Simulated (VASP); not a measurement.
Wanted: the native input for a VASP 6.6.1 run.

| Item | Value |
| --- | --- |
| Task | single point |
| Functional | r2SCAN |
| Potentials or basis | VASP PAW PBE potentials, release 64 (Al, Ni) |
| Cutoff | 520 eV |
| k mesh | 14 × 14 × 14 |
| Occupations | fermi-dirac, width 0.01 eV |
| Spin | no spin polarisation |
| Dipole correction | no |
| Further INCAR settings | ALGO = Normal; EDIFF = 1e-06; NBANDS = 24 |

Crystal: AlNi3.

```
Al Ni
1.0
     0.00000    2.80189    2.80189
     2.80189    0.00000    2.80189
     2.80189    2.80189    0.00000
Al Ni
1 3
Direct
  0.50000 0.50000 0.50000
  0.25000 0.25000 0.25000
  0.00000 0.00000 0.00000
  0.75000 0.75000 0.75000
```

These files were run (other wordings do the same):

POSCAR

```
AlNi3
1.0
    0.0000000000      2.8018887551      2.8018887551
    2.8018887551      0.0000000000      2.8018887551
    2.8018887551      2.8018887551      0.0000000000
Al Ni
1 3
Direct
    0.5000000000      0.5000000000      0.5000000000
    0.2500000000      0.2500000000      0.2500000000
    0.0000000000      0.0000000000      0.0000000000
    0.7500000000      0.7500000000      0.7500000000
```

INCAR.step1

```
  PREC = Accurate
  ENCUT = 520
  ISMEAR = -1
  SIGMA = 0.01
  LREAL = False
  LASPH = True
  NELM = 60
  NBANDS = 24
  GGA = PE
  ALGO = Normal
  EDIFF = 1E-4
  LWAVE = True
  LCHARG = False
```

INCAR.step2

```
  PREC = Accurate
  ENCUT = 520
  EDIFF = 1E-6
  ISMEAR = -1
  SIGMA = 0.01
  LREAL = False
  LASPH = True
  NELM = 60
  ALGO = Normal
  ISIF = 2
  LWAVE = False
  LCHARG = False
  METAGGA = R2SCAN
  LMIXTAU = True
  NBANDS = 24
  ISTART = 1
```

KPOINTS

```
Automatic mesh
0
Gamma
  14 14 14
```

Potentials or basis: VASP PAW PBE potentials, release 64 (Al, Ni).

Command:

```sh
$ cat potpaw_PBE.64/Al/POTCAR potpaw_PBE.64/Ni/POTCAR > POTCAR
$ cp INCAR.step1 INCAR
$ mpirun -np 1 vasp_std > vasp.out
$ cp INCAR.step2 INCAR
$ mpirun -np 1 vasp_std > vasp.out
```

Results of the run:

```
Pressure : 0.1 GPa
```

Caveat: the PAW data sets were made with another functional, which shifts forces and pressure a little.

It took 6.4 min on 1 thread of Intel(R) Xeon(R) Platinum 8488C (Sapphire Rapids), with other jobs on the host, peak memory 0.24 GiB.
